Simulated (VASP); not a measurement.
Input of a VASP 6.6.1 run:

Contents of INCAR:

```
SYSTEM = Ti
PREC = Accurate
ENCUT = 500
EDIFF = 1E-6
ISMEAR = -1
SIGMA = 0.1
LREAL = .False.
LASPH = .True.
NELM = 200
ALGO = Normal
ISIF = 2
LWAVE = .False.
LCHARG = .False.
ISPIN = 2
MAGMOM = 0
LORBIT = 11
LMAXMIX = 4
GGA = PE
NBANDS = 16
GGA_COMPAT = .False.
```

File KPOINTS:

```
regular mesh
0
Gamma
  8 8 8
  0 0 0
```

Contents of POSCAR:

```
Ti
1.0
    0.0000000000      2.0645000000      2.0645000000
    2.0645000000      0.0000000000      2.0645000000
    2.0645000000      2.0645000000      0.0000000000
Ti
1
Direct
    0.0000000000      0.0000000000      0.0000000000
```

Potentials or basis: VASP PAW PBE potentials, release 64 (Ti_sv).

The run is started by

```bash
$ cat potpaw_PBE.64/Ti_sv/POTCAR > POTCAR
$ mpirun -np 1 vasp_std > vasp.out
```

Task: Estimate the net moment.

Result: 0.00 μB per cell.

Task: Predict the pressure.

Result: -1.2 GPa.

Task: Predict the band gap on the k mesh.

Result: Zero (filled and empty bands overlap).
